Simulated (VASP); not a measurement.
# SnS2 (P-3m1) in VASP: G0W0 quasiparticle levels with PBE

Aim: the G0W0 quasiparticle levels of SnS2 with PBE.

All numbers are computed with VASP 6.6.1; they aren't measurements. Logs are shortened: lines on timing, memory, paths and dates and some standing lists are left out, and cuts for length are marked.

## Step 1: The cell of the first run

Symmetry: P-3m1, No. 164, trigonal system. The conventional cell has a = 3.661 Å, b = 3.661 Å, c = 5.962 Å, α = 90.00°, β = 90.00°, γ = 120.00°. Sn (site symmetry -3m) has 6 S at 2.57 Å within 3.4 Å. S (site symmetry 3m) has 3 Sn at 2.57 Å within 3.4 Å.

## Step 2: G0W0 quasiparticle levels, PBE

Input file POSCAR:

```
SnS2
1.0
    3.6607574689      0.0000000000      0.0000000000
   -1.8303787344      3.1703089651      0.0000000000
    0.0000000000      0.0000000000      5.9618049349
Sn S
1 2
Direct
    0.0000000000      0.0000000000      0.0000000000
    0.3333333333      0.6666666667      0.2455903383
    0.6666666667      0.3333333333      0.7544096617
```

Input file INCAR.step1:

```
SYSTEM = SnS2
PREC     = Accurate       ! precision mode
ENCUT    = 500            ! plane-wave cutoff, eV
EDIFF    = 1E-8           ! SCF threshold, eV
ISMEAR   = 0              ! smearing method
SIGMA    = 0.01           ! smearing width, eV
LREAL    = .False.        ! projectors in reciprocal space
LASPH    = .True.         ! aspherical terms in the spheres
NELM     = 80             ! most SCF steps
ALGO     = Normal         ! electronic algorithm
LWAVE    = .True.         ! write WAVECAR
LCHARG   = .False.        ! write CHGCAR
GGA      = PE             ! functional
```

Input file INCAR.step2:

```
SYSTEM = SnS2
PREC     = Accurate       ! precision mode
ENCUT    = 500            ! plane-wave cutoff, eV
EDIFF    = 1E-8           ! SCF threshold, eV
ISMEAR   = 0              ! smearing method
SIGMA    = 0.01           ! smearing width, eV
LREAL    = .False.        ! projectors in reciprocal space
LASPH    = .True.         ! aspherical terms in the spheres
NELM     = 1              ! most SCF steps
ALGO     = Exact          ! electronic algorithm
LWAVE    = .True.         ! write WAVECAR
LCHARG   = .False.        ! write CHGCAR
GGA      = PE             ! functional
NBANDS   = 491            ! bands
LOPTICS  = .True.         ! frequency-dependent dielectric function
ISTART   = 1
```

Input file INCAR.step3:

```
SYSTEM = SnS2
PREC     = Accurate       ! precision mode
ENCUT    = 500            ! plane-wave cutoff, eV
EDIFF    = 1E-8           ! SCF threshold, eV
ISMEAR   = 0              ! smearing method
SIGMA    = 0.01           ! smearing width, eV
LREAL    = .False.        ! projectors in reciprocal space
LASPH    = .True.         ! aspherical terms in the spheres
ALGO     = EVGW0          ! electronic algorithm
LWAVE    = .False.        ! write WAVECAR
LCHARG   = .False.        ! write CHGCAR
GGA      = PE             ! functional
NELMGW   = 1            
NBANDS   = 491            ! bands
ENCUTGW  = 200            ! cutoff of the response function
NOMEGA   = 48             ! frequency points
PRECFOCK = Fast         
ISTART   = 1            
NBANDSGW = 21
```

Input file KPOINTS:

```
regular mesh
0
Gamma
  6 6 2
  0 0 0
```

Potentials or basis: VASP PAW PBE potentials, release 64 (Sn_d_GW, S_GW).

The run is started by

```
> cat potpaw_PBE.64/Sn_d_GW/POTCAR potpaw_PBE.64/S_GW/POTCAR > POTCAR
> cp INCAR.step1 INCAR
> mpirun -np 1 vasp_std > vasp.out
> cp INCAR.step2 INCAR
> mpirun -np 1 vasp_std > vasp.out
> cp INCAR.step3 INCAR
> mpirun -np 1 vasp_std > vasp.out
```

OUTCAR:

```text
SYSTEM = SnS2
   PREC = Accurate
   ENCUT = 500
   EDIFF = 1E-8
   ISMEAR = 0
   LREAL = .False.
   LASPH = .True.
   GGA = PE
   NELMGW = 1
   ENCUTGW = 200
   PRECFOCK = Fast
   ISTART = 1

 ion  position               nearest neighbor table
   1  0.000  0.000  0.000-   2 2.57   3 2.57   2 2.57   3 2.57   3 2.57   2 2.57
   2  0.333  0.667  0.246-   1 2.57   1 2.57   1 2.57
   3  0.667  0.333  0.754-   1 2.57   1 2.57   1 2.57

  LATTYP: Found a hexagonal cell.
 ALAT       =     3.6607574689
 C/A-ratio  =     1.6285714051

  Lattice vectors:

 A1 = (   3.6607574689,   0.0000000000,   0.0000000000)
 A2 = (  -1.8303787344,   3.1703089651,   0.0000000000)
 A3 = (   0.0000000000,   0.0000000000,   5.9618049349)

Analysis of symmetry for initial positions (statically):
=====================================================================
 Subroutine PRICEL returns:
 Original cell was already a primitive cell.

 Routine SETGRP: Setting up the symmetry group for a
 hexagonal supercell.

 Subroutine GETGRP returns: Found 12 space group operations
 (whereof 12 operations were pure point group operations)
 out of a pool of 24 trial point group operations.

The static configuration has the point symmetry D_3d.

Analysis of symmetry for dynamics (positions and initial velocities):
=====================================================================
 Subroutine PRICEL returns:
 Original cell was already a primitive cell.

 Routine SETGRP: Setting up the symmetry group for a
 hexagonal supercell.

 Subroutine GETGRP returns: Found 12 space group operations
 (whereof 12 operations were pure point group operations)
 out of a pool of 24 trial point group operations.

The dynamic configuration has the point symmetry D_3d.

 Subroutine INISYM returns: Found 12 space group operations
 (whereof 12 operations are pure point group operations),
 and found     1 'primitive' translations

----------------------------------------------------------------------------------------

                                     Primitive cell

  volume of cell :      69.1911

  direct lattice vectors                    reciprocal lattice vectors
     3.660757469  0.000000000  0.000000000     0.273167509  0.157713335  0.000000000
    -1.830378734  3.170308965  0.000000000     0.000000000  0.315426670  0.000000000
     0.000000000  0.000000000  5.961804935     0.000000000  0.000000000  0.167734438

  length of vectors
     3.660757469  3.660757469  5.961804935     0.315426670  0.315426670  0.167734438

  position of ions in fractional coordinates (direct lattice)
     0.000000000  0.000000000  0.000000000
     0.333333333  0.666666667  0.245590338
     0.666666667  0.333333333  0.754409662

  ion indices of the primitive-cell ions
   primitive index   ion index
                 1           1
                 2           2
                 3           3

----------------------------------------------------------------------------------------

 KPOINTS: regular mesh

Automatic generation of k-mesh.
 Grid dimensions read from file:
 generate k-points for:    6    6    2

 Generating k-lattice:

  Cartesian coordinates                     Fractional coordinates (reciprocal lattice)
     0.045527918  0.026285556  0.000000000     0.166666667  0.000000000  0.000000000
     0.000000000  0.052571112  0.000000000     0.000000000  0.166666667  0.000000000
     0.000000000  0.000000000  0.083867219     0.000000000  0.000000000  0.500000000

  Length of vectors
     0.052571112  0.052571112  0.083867219

  Shift w.r.t. Gamma in fractional coordinates (k-lattice)
     0.000000000  0.000000000  0.000000000

 Subroutine IBZKPT returns following result:
 ===========================================

 Found     14 irreducible k-points:

 Following reciprocal coordinates:
            Coordinates               Weight
  0.000000  0.000000  0.000000      1.000000
  0.166667  0.000000  0.000000      6.000000
  0.333333  0.000000  0.000000      6.000000
  0.500000  0.000000  0.000000      3.000000
  0.166667  0.166667  0.000000      6.000000
  0.333333  0.166667  0.000000     12.000000
  0.333333  0.333333  0.000000      2.000000
  0.000000  0.000000  0.500000      1.000000
  0.166667  0.000000  0.500000      6.000000
  0.333333  0.000000  0.500000      6.000000
  0.500000  0.000000  0.500000      3.000000
  0.166667  0.166667  0.500000      6.000000
  0.333333  0.166667  0.500000     12.000000
  0.333333  0.333333  0.500000      2.000000
   k-points           NKPTS =     14   k-points in BZ     NKDIM =     72   number of bands    NBANDS=    491
   number of dos      NEDOS =    301   number of ions     NIONS =      3
   total plane-waves  NPLWV =  37632
   dimension x,y,z NGX =    28 NGY =   28 NGZ =   48
   dimension x,y,z NGXF=    56 NGYF=   56 NGZF=   96
   ions per type =               1   2
   NGX,Y,Z   is equivalent  to a cutoff of  12.72, 12.72, 13.38 a.u.
   NGXF,Y,Z  is equivalent  to a cutoff of  25.43, 25.43, 26.77 a.u.
 SYSTEM =  SnS2
   PREC   = accura    normal or accurate (medium, high low for compatibility)
   ISTART =      1    job   : 0-new  1-cont  2-samecut
   ICHARG =      0    charge: 1-file 2-atom 10-const
   ISPIN  =      1    spin polarized calculation?
   LNONCOLLINEAR =      F non collinear calculations
   LSORBIT =      F    spin-orbit coupling
   LASPH  =      T    aspherical Exc in radial PAW
   ENCUT  =  500.0 eV  36.75 Ry    6.06 a.u.   6.67  6.67 10.87*2*pi/ulx,y,z
   NELM   =     60;   NELMIN=  2; NELMDL=  0     # of ELM steps
   EDIFF  = 0.1E-07   stopping-criterion for ELM
   LREAL  =      F    real-space projection
   EDIFFG = 0.1E-06   stopping-criterion for IOM
   NSW    =      0    number of steps for IOM
   IBRION =     -1    ionic relax: 0-MD 1-quasi-New 2-CG
   NFREE  =      0    steps in history (QN), initial steepest desc. (CG)
   ISIF   =      0    stress and relaxation
   ISYM   =      3    0-nonsym 1-usesym 2-fastsym
   POTIM  = 0.5000    time-step for ionic-motion
   TEBEG  =    0.0;   TEEND  =   0.0 temperature during run
   PSTRESS=    0.0 pullay stress
   NELECT =      26.0000    total number of electrons
   NUPDOWN=      -1.0000    fix difference up-down
   EMIN   =  10.00;   EMAX   =-10.00  energy-range for DOS
   EFERMI =   0.00;   METHOD = LEGACY
   ISMEAR =     0;   SIGMA  =   0.01  broadening in eV -4-tet -1-fermi 0-gaus
   EFERMI_NEDOS =   21; number of points for ismear=-14 and -15
   IALGO  =     38    algorithm
   IMIX   =      4    mixing-type and parameters
     AMIX     =   0.40;   BMIX     =  1.00
     AMIX_MAG =   1.60;   BMIX_MAG =  1.00
  volume/ion in A,a.u.               =      23.06       155.64
  Fermi-wavevector in a.u.,A,eV,Ry     =   1.181361  2.232448 18.988468  1.395613
  Thomas-Fermi vector in A             =   2.317636
   LORBIT       =      0    0 simple, 1 ext, 2 COOP (PROOUT), +10 PAW based schemes
   GGA     = PE    functional components
   LHFCALC =     T    Hartree Fock is set to
   PRECFOCK=fast      Normal, Fast or Accurate (Low or Medium for compatibility)
   ENCUT4O =  -1.0   cutoff for four orbital integrals eV
   NKREDX  =     1    reduce k-point grid by
   NKREDY  =     1    reduce k-point grid by
   NKREDZ  =     1    reduce k-point grid by
   AEXX    =    1.0000 exact exchange contribution
   HFSCREEN=    0.0000 screening length (either q_TF or 0.3 A-1)
   HFSCREENC=   0.0000 screening length for correlation (either q_TF or 0.3 A-1)
   ENCUTFOCK=  -1.0 apply spherical cutoff to Coloumb kernel
   IVDW    =     0    specifies the selected vdW correction
   LEPSILON=     F    determine dielectric tensor
   LRPA    =     F    only Hartree local field effects (RPA)
   LRPAFORCE           =     F    calculate RPA forces
   ENCUTGW             = 200.0    cutoff for response function in eV
   ENCUTGWSOFT         = 160.0    soft cutoff for Coulomb kernel in GW response function in eV
   ENCUTLF             =  -1.0    cutoff for local field effects
   NELMGW              =     1    number of iterations in solving QP/BSE equation
   NELMHF              =     1    number of iterations in the inner HF iteration
   NKREDLFX            =     1    NKREDLFY  =   1   NKREDLFZ  =   1
 non-spin polarized calculation
 Gauss-broadening in eV      SIGMA  =   0.01
  energy-cutoff  :      500.00
  volume of cell :       69.19
 maximum number of plane-waves:      1762
 NGX is ok and might be reduce to    28
  NGX = 16; NGY = 16; NGZ = 28
   NGX = 13   NGY = 13   NGZ = 21
 maximum number of plane-waves:       458

 QP shifts <psi_nk| G(iteration)W_0 |psi_nk>: iteration 1
 for sc-GW calculations column KS-energies equals QP-energies in previous step
 and V_xc(KS)=  KS-energies - (<T + V_ion + V_H > + <T+V_H+V_ion>^1  + <V_x>^1)

 k-point   1 :       0.0000    0.0000    0.0000
  band No.  KS-energies  QP-energies   sigma(KS)   V_xc(KS)     V^pw_x(r,r')   Z            occupation Imag(sigma)

      1     -17.3939     -20.1311     -21.2595     -17.4746     -27.1524       0.7232       2.0000       0.3493
      2     -17.3939     -20.1311     -21.2595     -17.4746     -27.1524       0.7232       2.0000       0.3493
      3     -17.3532     -20.0306     -21.2010     -17.4448     -27.0168       0.7128       2.0000       0.2665
      4     -17.3262     -20.0495     -21.2645     -17.4960     -27.0852       0.7227       2.0000       0.2799
      5     -17.3262     -20.0495     -21.2645     -17.4960     -27.0852       0.7227       2.0000       0.2799
      6     -10.1983     -10.5955     -13.2608     -12.6279     -20.7673       0.6276       2.0000       1.4740
[... 13 lines left out ...]
     20      12.9911      13.2881     -10.3719     -10.7566      -5.1708       0.7720       0.0000      -0.2459
     21      14.0134      14.0444      -9.7240      -9.7648      -4.2432       0.7613       0.0000      -0.3494

 k-point   2 :       0.1667    0.0000    0.0000
  band No.  KS-energies  QP-energies   sigma(KS)   V_xc(KS)     V^pw_x(r,r')   Z            occupation Imag(sigma)

      1     -17.4110     -20.1392     -21.2323     -17.4595     -27.1597       0.7231       2.0000       0.3707
      2     -17.3795     -20.1296     -21.2861     -17.4935     -27.1879       0.7252       2.0000       0.3589
      3     -17.3430     -20.0372     -21.2210     -17.4617     -27.0398       0.7167       2.0000       0.2718
      4     -17.3339     -20.0391     -21.2347     -17.4762     -27.0477       0.7198       2.0000       0.2704
      5     -17.3243     -20.0471     -21.2535     -17.4915     -27.0637       0.7238       2.0000       0.2714
      6      -9.8934     -10.3005     -13.3629     -12.7136     -20.7598       0.6270       2.0000       1.3892
[... 13 lines left out ...]
     20      13.2874      13.5859     -10.1695     -10.5557      -4.9090       0.7731       0.0000      -0.2647
     21      13.5423      13.7576      -9.5644      -9.8425      -4.3806       0.7738       0.0000      -0.2648

 k-point   3 :       0.3333    0.0000    0.0000
  band No.  KS-energies  QP-energies   sigma(KS)   V_xc(KS)     V^pw_x(r,r')   Z            occupation Imag(sigma)

      1     -17.4508     -20.1355     -21.1600     -17.4195     -27.1525       0.7177       2.0000       0.4069
      2     -17.3636     -20.1360     -21.3114     -17.5098     -27.2221       0.7293       2.0000       0.3672
      3     -17.3559     -20.0408     -21.2037     -17.4528     -27.0241       0.7158       2.0000       0.2734
      4     -17.3105     -20.0185     -21.2505     -17.4895     -27.0555       0.7200       2.0000       0.2650
      5     -17.3072     -20.0304     -21.2591     -17.5047     -27.0578       0.7254       2.0000       0.2648
      6      -9.0628      -9.4982     -13.7161     -13.0199     -20.8306       0.6254       2.0000       1.2118
[... 13 lines left out ...]
     20      13.7982      13.8924      -9.3298      -9.4522      -4.1817       0.7698       0.0000      -0.2653
     21      14.6269      14.9354     -10.2693     -10.6730      -4.6360       0.7642       0.0000      -0.3460
[... 229 lines left out ...]
      1     -17.4502     -20.1374     -21.1565     -17.4204     -27.1645       0.7192       2.0000       0.4164
      2     -17.3788     -20.1210     -21.2778     -17.4913     -27.2085       0.7242       2.0000       0.3755
      3     -17.3506     -20.0406     -21.2059     -17.4555     -27.0189       0.7173       2.0000       0.2695
      4     -17.3124     -20.0216     -21.2484     -17.4937     -27.0513       0.7216       2.0000       0.2652
      5     -17.2950     -20.0287     -21.2707     -17.5100     -27.0728       0.7269       2.0000       0.2663
      6      -8.3082      -8.7678     -14.1736     -13.4491     -21.0448       0.6343       2.0000       1.0752
[... 13 lines left out ...]
     20      13.6780      13.8866     -10.0466     -10.3189      -4.6355       0.7664       0.0000      -0.2852
     21      14.0016      14.1814     -10.2145     -10.4519      -4.6943       0.7576       0.0000      -0.3277

 k-point  14 :       0.3333    0.3333    0.5000
  band No.  KS-energies  QP-energies   sigma(KS)   V_xc(KS)     V^pw_x(r,r')   Z            occupation Imag(sigma)

      1     -17.4168     -20.1258     -21.2103     -17.4538     -27.1904       0.7212       2.0000       0.4014
      2     -17.4168     -20.1258     -21.2103     -17.4538     -27.1904       0.7212       2.0000       0.4014
      3     -17.3255     -20.0267     -21.2318     -17.4813     -27.0368       0.7202       2.0000       0.2669
      4     -17.3255     -20.0267     -21.2318     -17.4813     -27.0368       0.7202       2.0000       0.2669
      5     -17.3026     -20.0203     -21.2591     -17.4968     -27.0616       0.7223       2.0000       0.2637
      6      -7.7394      -8.2148     -14.5664     -13.8247     -21.3141       0.6410       2.0000       1.0325
[... 13 lines left out ...]
     20      13.1088      13.2936     -10.1167     -10.3573      -4.8131       0.7682       0.0000      -0.2576
     21      13.1088      13.2936     -10.1167     -10.3573      -4.8131       0.7682       0.0000      -0.2576
```

It took 55 min on 1 thread of Intel Xeon Platinum 8559C (Emerald Rapids), shared host; peak memory 1.6 GiB.

What came out:

| Quantity | Value |
| --- | --- |
| Quasiparticle gap | 2.43 eV |
| Least direct quasiparticle gap | 2.82 eV |
| Band gap of the starting levels on the mesh | 1.52 eV |
| Least direct gap of the starting levels on the mesh | 1.94 eV |

Caveat: the k points lie up to 0.53 Å⁻¹ apart; bands, screening cutoff and mesh are small and nothing is extrapolated, so the quasiparticle values aren't converged; spin-orbit coupling is left out, which moves the levels of the heavy elements.
